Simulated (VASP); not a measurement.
# TaN (Fm-3m) in VASP: further runs

The runs below take TaN through single point, with PBE+U.

All numbers are computed with VASP 6.6.1; they aren't measurements. Logs are shortened: lines on timing, memory, paths and dates and some standing lists are left out, and cuts for length are marked.

## 1. The cell of the first run

It takes space group Fm-3m (No. 225, cubic). The conventional cell has a = 4.358 Å, b = 4.358 Å, c = 4.358 Å, α = 90.00°, β = 90.00°, γ = 90.00°. Ta (site symmetry m-3m) has 6 N at 2.18 Å within 2.9 Å. N (site symmetry m-3m) has 6 Ta at 2.18 Å within 2.9 Å.

## 2. Single point, PBE+U, collinear spin, ferromagnetic start

Input file INCAR:

```
SYSTEM = TaN
PREC = Accurate
ENCUT = 520
EDIFF = 1E-6
ISMEAR = 0
SIGMA = 0.05
LREAL = .False.
LASPH = .True.
NELM = 150
ALGO = Normal
ISIF = 2
LWAVE = .False.
LCHARG = .False.
ISPIN = 2
MAGMOM = -0.06 -0.06 -0.03 -0.03
LORBIT = 11
LMAXMIX = 4
LDAU = .True.
LDAUTYPE = 2
LDAUL = 2 -1
LDAUU = 6 0
LDAUJ = 0 0
LDAUPRINT = 1
GGA = PE
NBANDS = 28
```

Input file KPOINTS:

```
regular mesh
0
Gamma
  7 7 7
  0 0 0
```

Input file POSCAR:

```
TaN
1.0
    0.0000000000      2.1790013100      2.1790013100
    2.1790013100      0.0000000000      2.1790013100
    4.3580026200      4.3580026200      0.0000000000
Ta N
2 2
Direct
    0.5000000000      0.5000000000      0.2500000000
    0.5000000000      0.5000000000      0.7500000000
    0.0000000000      0.0000000000      0.0000000000
    0.0000000000      0.0000000000      0.5000000000
```

Potentials or basis: VASP PAW PBE potentials, release 64 (Ta_pv, N).

The run is started by

```console
$ cat potpaw_PBE.64/Ta_pv/POTCAR potpaw_PBE.64/N/POTCAR > POTCAR
$ mpirun -np 1 vasp_std > vasp.out
```

OUTCAR:

```text
SYSTEM = TaN
   PREC = Accurate
   ENCUT = 520
   EDIFF = 1E-6
   ISMEAR = 0
   LREAL = .False.
   LASPH = .True.
   NELM = 150
   ISIF = 2
   ISPIN = 2
   LORBIT = 11
   GGA = PE

 ion  position               nearest neighbor table
   1  0.500  0.500  0.250-   3 2.18   3 2.18   4 2.18   3 2.18   4 2.18   4 2.18   2 3.08   2 3.08
                             2 3.08   2 3.08   2 3.08   2 3.08
   2  0.500  0.500  0.750-   4 2.18   3 2.18   4 2.18   3 2.18   4 2.18   3 2.18   1 3.08   1 3.08
                             1 3.08   1 3.08   1 3.08   1 3.08
   3  0.000  0.000  0.000-   2 2.18   1 2.18   2 2.18   1 2.18   2 2.18   1 2.18
   4  0.000  0.000  0.500-   1 2.18   1 2.18   2 2.18   1 2.18   2 2.18   2 2.18

  LATTYP: Found a trigonal (rhomboedric) cell.
 ALAT       =     5.3374413584
 COS(alpha) =     0.8333333333

  Lattice vectors:

 A1 = (   4.3580026200,   2.1790013100,  -2.1790013100)
 A2 = (   2.1790013100,   2.1790013100,  -4.3580026200)
 A3 = (   2.1790013100,   4.3580026200,  -2.1790013100)

Analysis of symmetry for initial positions (statically):
=====================================================================
 Subroutine PRICEL returns following result:

  LATTYP: Found a face centered cubic cell.
 ALAT       =     4.3580026200
[... 12 lines left out ...]
 Subroutine GETGRP returns: Found 12 space group operations
 (whereof 12 operations were pure point group operations)
 out of a pool of 12 trial point group operations.

The static configuration has the point symmetry D_3d.

Analysis of symmetry for dynamics (positions and initial velocities):
=====================================================================
 Subroutine PRICEL returns following result:

  LATTYP: Found a face centered cubic cell.
 ALAT       =     4.3580026200
[... 12 lines left out ...]
 Subroutine GETGRP returns: Found 12 space group operations
 (whereof 12 operations were pure point group operations)
 out of a pool of 12 trial point group operations.

The dynamic configuration has the point symmetry D_3d.

Analysis of structural, dynamic, and magnetic symmetry:
=====================================================================
 Subroutine PRICEL returns following result:

  LATTYP: Found a face centered cubic cell.
 ALAT       =     4.3580026200
[... 12 lines left out ...]
 Subroutine GETGRP returns: Found 12 space group operations
 (whereof 12 operations were pure point group operations)
 out of a pool of 12 trial point group operations.

The overall configuration has the point symmetry D_3d.

 Subroutine INISYM returns: Found 12 space group operations
 (whereof 12 operations are pure point group operations),
 and found     2 'primitive' translations

----------------------------------------------------------------------------------------

                                     Primitive cell

  volume of cell :      20.6920

  direct lattice vectors                    reciprocal lattice vectors
     0.000000000  2.179001310  2.179001310    -0.229462918  0.229462918  0.229462918
     2.179001310  0.000000000  2.179001310     0.229462918 -0.229462918  0.229462918
     2.179001310  2.179001310  0.000000000     0.229462918  0.229462918 -0.229462918

  length of vectors
     3.081573205  3.081573205  3.081573205     0.397441433  0.397441433  0.397441433

  position of ions in fractional coordinates (direct lattice)
     0.500000000  0.500000000  0.500000000
     0.000000000  0.000000000  0.000000000

  ion indices of the primitive-cell ions
   primitive index   ion index
                 1           1
[... 140 lines left out ...]
  o =  0.1934  v =  0.0000  0.0000  0.0000  0.0000  0.0000  0.0000 -0.0101  0.0017  0.0101  0.9999      0.0000  0.0000  0.0000  0.0000  0.0000  0.0000  0.0000  0.0000  0.0000  0.0000
  o =  0.1934  v =  0.0117  0.0059  0.9999  0.0058 -0.0011  0.0000  0.0000  0.0000  0.0000  0.0000      0.0000  0.0000  0.0000  0.0000  0.0000  0.0000  0.0000  0.0000  0.0000  0.0000
  o =  0.1934  v =  0.0000 -0.0101  0.0011  0.0101  0.9999  0.0000  0.0000  0.0000  0.0000  0.0000      0.0000  0.0000  0.0000  0.0000  0.0000  0.0000  0.0000  0.0000  0.0000  0.0000
  o =  0.2553  v =  0.0000  0.0000  0.0000  0.0000  0.0000  0.5774 -0.5774 -0.0000 -0.5774  0.0000      0.0000  0.0000  0.0000  0.0000  0.0000  0.0000  0.0000  0.0000  0.0000  0.0000
  o =  0.2553  v =  0.5774 -0.5774 -0.0000 -0.5774  0.0000  0.0000  0.0000  0.0000  0.0000  0.0000      0.0000  0.0000  0.0000  0.0000  0.0000  0.0000  0.0000  0.0000  0.0000  0.0000
  o =  0.2592  v =  0.5957 -0.1856 -0.0104  0.7813 -0.0098  0.0000  0.0000  0.0000  0.0000  0.0000      0.0000  0.0000  0.0000  0.0000  0.0000  0.0000  0.0000  0.0000  0.0000  0.0000
  o =  0.2592  v =  0.5583  0.7950 -0.0098 -0.2368  0.0104  0.0000  0.0000  0.0000  0.0000  0.0000      0.0000  0.0000  0.0000  0.0000  0.0000  0.0000  0.0000  0.0000  0.0000  0.0000
  o =  0.2592  v =  0.0000  0.0000  0.0000  0.0000  0.0000 -0.5129  0.2936  0.0090 -0.8065  0.0111      0.0000  0.0000  0.0000  0.0000  0.0000  0.0000  0.0000  0.0000  0.0000  0.0000
  o =  0.2592  v =  0.0000  0.0000  0.0000  0.0000  0.0000  0.6352  0.7618 -0.0111 -0.1266  0.0090      0.0000  0.0000  0.0000  0.0000  0.0000  0.0000  0.0000  0.0000  0.0000  0.0000

atom =   2  type =  1  l = 2

 onsite density matrix

spin component  1

  0.2579  0.0013 -0.0008  0.0013 -0.0000
  0.0013  0.2579 -0.0004 -0.0013  0.0007
 -0.0008 -0.0004  0.1934 -0.0004 -0.0000
  0.0013 -0.0013 -0.0004  0.2579 -0.0007
 -0.0000  0.0007 -0.0000 -0.0007  0.1934

spin component  2

  0.2579  0.0013 -0.0008  0.0013 -0.0000
  0.0013  0.2579 -0.0004 -0.0013  0.0007
 -0.0008 -0.0004  0.1934 -0.0004 -0.0000
  0.0013 -0.0013 -0.0004  0.2579 -0.0007
 -0.0000  0.0007 -0.0000 -0.0007  0.1934

 occupancies and eigenvectors

  o =  0.1934  v =  0.0000  0.0000  0.0000  0.0000  0.0000 -0.0117 -0.0058 -0.9999 -0.0058 -0.0000      0.0000  0.0000  0.0000  0.0000  0.0000  0.0000  0.0000  0.0000  0.0000  0.0000
  o =  0.1934  v =  0.0000  0.0000  0.0000  0.0000  0.0000  0.0000  0.0101  0.0000 -0.0101 -0.9999      0.0000  0.0000  0.0000  0.0000  0.0000  0.0000  0.0000  0.0000  0.0000  0.0000
  o =  0.1934  v = -0.0117 -0.0058 -0.9999 -0.0059 -0.0006  0.0000  0.0000  0.0000  0.0000  0.0000      0.0000  0.0000  0.0000  0.0000  0.0000  0.0000  0.0000  0.0000  0.0000  0.0000
  o =  0.1934  v = -0.0000 -0.0101 -0.0006  0.0101  0.9999  0.0000  0.0000  0.0000  0.0000  0.0000      0.0000  0.0000  0.0000  0.0000  0.0000  0.0000  0.0000  0.0000  0.0000  0.0000
  o =  0.2553  v =  0.0000  0.0000  0.0000  0.0000  0.0000 -0.5774  0.5774  0.0000  0.5774 -0.0000      0.0000  0.0000  0.0000  0.0000  0.0000  0.0000  0.0000  0.0000  0.0000  0.0000
  o =  0.2553  v =  0.5774 -0.5774 -0.0000 -0.5774  0.0000  0.0000  0.0000  0.0000  0.0000  0.0000      0.0000  0.0000  0.0000  0.0000  0.0000  0.0000  0.0000  0.0000  0.0000  0.0000
  o =  0.2592  v =  0.8159  0.3822 -0.0143  0.4337 -0.0005  0.0000  0.0000  0.0000  0.0000  0.0000      0.0000  0.0000  0.0000  0.0000  0.0000  0.0000  0.0000  0.0000  0.0000  0.0000
  o =  0.2592  v =  0.0298  0.7214 -0.0005 -0.6917  0.0143  0.0000  0.0000  0.0000  0.0000  0.0000      0.0000  0.0000  0.0000  0.0000  0.0000  0.0000  0.0000  0.0000  0.0000  0.0000
  o =  0.2592  v =  0.0000  0.0000  0.0000  0.0000  0.0000 -0.8164 -0.4082  0.0143 -0.4082  0.0000      0.0000  0.0000  0.0000  0.0000  0.0000  0.0000  0.0000  0.0000  0.0000  0.0000
  o =  0.2592  v =  0.0000  0.0000  0.0000  0.0000  0.0000  0.0000 -0.7070 -0.0000  0.7070 -0.0143      0.0000  0.0000  0.0000  0.0000  0.0000  0.0000  0.0000  0.0000  0.0000  0.0000

 number of electron      31.9999999 magnetization      -0.0000060

 Free energy of the ion-electron system (eV)
  ---------------------------------------------------
  ext. energy  EPLUGINS =         0.00000000
  ---------------------------------------------------
  free energy    TOTEN  =       -32.59138498 eV

  energy without entropy =      -32.59001056  energy(sigma->0) =      -32.59069777

 E-fermi :  10.7012     XC(G=0): -13.6119

 val. band max:       10.6952197931   @ k =  -0.2857   0.0000   0.1429
 cond. band min:      10.7518857267   @ k =   0.4286   0.2857   0.2857
 fundamental gap:      0.0566659337
 Fermi energy:        10.7011608298

 spin component 1

 k-point     1 :       0.0000    0.0000    0.0000
  band No.  band energies     occupation
      1     -27.2903      1.00000
      2     -26.4778      1.00000
      3     -26.4778      1.00000
      4     -26.3913      1.00000
      5     -26.3895      1.00000
      6     -26.3895      1.00000
[... 1481 lines left out ...]
     27      20.4402      0.00000
     28      21.5067      0.00000

 [... further k-points ...]

------------------------ aborting loop because EDIFF is reached ----------------------------------------

  FORCE on cell =-STRESS in cart. coord.  units (eV):
  Direction    XX          YY          ZZ          XY          YZ          ZX
  --------------------------------------------------------------------------------------
  -------------------------------------------------------------------------------------
  Total        9.1832478      9.1832478      9.1832478     -0.0779280      0.0779280      0.0779280
  in kB      355.5285009    355.5285009    355.5285009     -3.0169756      3.0169756      3.0169756
  external PRESSURE =     355.5285009 kB  Pullay stress =       0.0000000 kB

 VOLUME and BASIS-vectors are now :
 -----------------------------------------------------------------------------
  energy-cutoff  :      520.00
  volume of cell :       41.38
      direct lattice vectors                 reciprocal lattice vectors
     0.000000000  2.179001310  2.179001310    -0.229462918  0.229462918  0.229462918
     2.179001310  0.000000000  2.179001310     0.229462918 -0.229462918  0.229462918
     4.358002620  4.358002620  0.000000000     0.114731459  0.114731459 -0.114731459

 POSITION                                       TOTAL-FORCE (eV/Angst)
 -----------------------------------------------------------------------------------
      2.17900      2.17900      2.17900        -0.000000     -0.000000     -0.000000
      4.35800      4.35800      2.17900         0.000000      0.000000      0.000000
      0.00000      0.00000      0.00000        -0.000000     -0.000000     -0.000000
      2.17900      2.17900      0.00000        -0.000000     -0.000000     -0.000000
 -----------------------------------------------------------------------------------
    total drift:                               -0.000000     -0.000000     -0.000000

  FREE ENERGIE OF THE ION-ELECTRON SYSTEM (eV)
  ---------------------------------------------------
  free  energy   TOTEN  =       -32.5913849764 eV

  energy  without entropy=      -32.5900105584  energy(sigma->0) =      -32.59069777

 total charge

# of ion       s       p       d       tot
------------------------------------------
    1        0.300   6.257   2.272   8.829
    2        0.300   6.257   2.272   8.829
    3        1.232   2.605   0.000   3.837
    4        1.232   2.605   0.000   3.837
--------------------------------------------------
tot          3.063  17.724   4.545  25.332

 magnetization (x)

# of ion       s       p       d       tot
------------------------------------------
    1        0.000   0.000  -0.000  -0.000
    2        0.000   0.000  -0.000  -0.000
    3       -0.000  -0.000   0.000  -0.000
    4       -0.000  -0.000   0.000  -0.000
--------------------------------------------------
tot          0.000  -0.000  -0.000  -0.000
```

Wall time 2.7 min (1 thread of AMD EPYC 7R13 (Zen 3), shared host); peak memory 0.21 GiB.

Results:

| Property | Result |
| --- | --- |
| Free energy | -32.5914 eV |
| Pressure | 35.6 GPa |
| Band gap on the k mesh | zero (filled and empty bands overlap) |
| Net moment | 0.00 μB per cell |
| Valence electrons inside the program's atomic spheres | Ta 8.83; N 3.84 |

Eigenvalues of the final occupation matrices:
| site | spin | trace | eigenvalues |
| --- | --- | --- | --- |
| site 1 d | 1 | 1.16 | 0.19 0.19 0.26 0.26 0.26 |
| site 1 d | 2 | 1.16 | 0.19 0.19 0.26 0.26 0.26 |
| site 2 d | 1 | 1.16 | 0.19 0.19 0.26 0.26 0.26 |
| site 2 d | 2 | 1.16 | 0.19 0.19 0.26 0.26 0.26 |

Caveat: spin-orbit coupling is left out, which moves the levels of the heavy elements. The state reached can hang on the start; a lower one may exist.

## 3. Single point, PBE+U, collinear spin, ferromagnetic start

Input file INCAR:

```
SYSTEM = TaN
  PREC = Accurate
  ENCUT = 520
  EDIFF = 1E-7
  ISMEAR = 0
  SIGMA = 0.05
  LREAL = .False.
  LASPH = .True.
  NELM = 150
  ALGO = Normal
  ISIF = 2
  LWAVE = .False.
  LCHARG = .False.
  ISPIN = 2
  MAGMOM = 2 2 0 0
  LORBIT = 11
  LMAXMIX = 4
  LDAU = .True.
  LDAUTYPE = 2
  LDAUL = 2 -1
  LDAUU = 6 0
  LDAUJ = 0 0
  LDAUPRINT = 1
  GGA = PE
  NBANDS = 28
```

KPOINTS is that of step 2.

POSCAR is that of step 2.

Potentials or basis: VASP PAW PBE potentials, release 64 (Ta_pv, N).

The run is started by

```console
$ cat potpaw_PBE.64/Ta_pv/POTCAR potpaw_PBE.64/N/POTCAR > POTCAR
$ mpirun -np 1 vasp_std > vasp.out
```

It took 3.5 min on 1 thread of AMD EPYC 7R13 (Zen 3), shared host; peak memory 0.2 GiB.

The run converged. Its results:

| Quantity | Value |
| --- | --- |
| Free energy | -32.5914 eV |
| Pressure | 35.5 GPa |
| Band gap on the k mesh | zero (filled and empty bands overlap) |
| Net moment | 0.00 μB per cell |
| Valence electrons inside the program's atomic spheres | Ta 8.83; N 3.84 |

Stress tensor (GPa, compression positive):
```
35.55 -0.30  0.30
-0.30 35.55  0.30
 0.30  0.30 35.55
```

Levels at points of the mesh, in eV from the Fermi level:
Spin up:
| k point | band 12 | band 13 | band 14 | band 15 | band 16 | band 17 | band 18 | band 19 | band 20 | band 21 |
| --- | --- | --- | --- | --- | --- | --- | --- | --- | --- | --- |
| (0.00, 0.00, 0.00) | -4.36 | -4.36 | -4.36 | -2.15 | -2.15 | -2.13 | 0.53 | 0.53 | 1.08 | 2.01 |
Spin down:
```csv
k point,band 13,band 14,band 15,band 16,band 17,band 18,band 19,band 20
"(0.00, 0.00, 0.00)",-4.36,-4.36,-2.15,-2.15,-2.13,0.53,0.53,1.08
```

Eigenvalues of the final occupation matrices:
| site | spin | trace | eigenvalues |
| --- | --- | --- | --- |
| site 1 d | 1 | 1.16 | 0.19 0.19 0.26 0.26 0.26 |
| site 1 d | 2 | 1.16 | 0.19 0.19 0.26 0.26 0.26 |
| site 2 d | 1 | 1.16 | 0.19 0.19 0.26 0.26 0.26 |
| site 2 d | 2 | 1.16 | 0.19 0.19 0.26 0.26 0.26 |

Caveat: spin-orbit coupling is left out, which moves the levels of the heavy elements. The state reached can hang on the start; a lower one may exist.

## 4. Single point, PBE+U, collinear spin, antiferromagnetic start

Input file INCAR:

```
PREC = Accurate ; ENCUT = 520
EDIFF = 1E-6 ; ISMEAR = 0
SIGMA = 0.05 ; LREAL = False
LASPH = True ; NELM = 150
ALGO = Normal ; ISIF = 2
LWAVE = False ; LCHARG = False
ISPIN = 2 ; MAGMOM = 0.64 -0.64 0 0
LORBIT = 11 ; LMAXMIX = 4
LDAU = True ; LDAUTYPE = 2
LDAUL = 2 -1 ; LDAUU = 6 0
LDAUJ = 0 0 ; LDAUPRINT = 1
GGA = PE ; NBANDS = 28
```

Input file KPOINTS:

```
Automatic mesh
0
Gamma
  7 7 7
```

POSCAR is that of step 3.

The run is started by

```console
$ cat potpaw_PBE.64/Ta_pv/POTCAR potpaw_PBE.64/N/POTCAR > POTCAR
$ mpirun -np 1 vasp_std > vasp.out
```

It took 2.6 min on 1 thread of AMD EPYC 7R13 (Zen 3), shared host; peak memory 0.2 GiB.

The run converged. Its results:

```yaml
Free_energy: -32.5914 eV
Pressure: 35.6 GPa
Band_gap_on_the_k_mesh: zero (filled and empty bands overlap)
Net_moment: 0.00 μB per cell
Valence_electrons_inside_the_program's_atomic_spheres: Ta 8.83; N 3.84
```

Stress tensor (GPa, compression positive):
```
35.56 -0.30  0.30
-0.30 35.56  0.30
 0.30  0.30 35.56
```

Levels at points of the mesh, in eV from the Fermi level:
Spin up:
```
           k point  band 14  band 15  band 16  band 17  band 18  band 19
(0.00, 0.00, 0.00)    -4.36    -2.15    -2.15    -2.13     0.53     0.53
```
Spin down:
```
           k point  band 12  band 13  band 14  band 15  band 16  band 17  band 18  band 19  band 20  band 21
(0.00, 0.00, 0.00)    -4.36    -4.36    -4.36    -2.15    -2.15    -2.13     0.53     0.53     1.08     2.01
```

Eigenvalues of the final occupation matrices:
```csv
site,spin,trace,eigenvalues
site 1 d,1,1.16,0.19 0.19 0.26 0.26 0.26
site 1 d,2,1.16,0.19 0.19 0.26 0.26 0.26
site 2 d,1,1.16,0.19 0.19 0.26 0.26 0.26
site 2 d,2,1.16,0.19 0.19 0.26 0.26 0.26
```

Caveat: spin-orbit coupling is left out, which moves the levels of the heavy elements. The state reached can hang on the start; a lower one may exist.
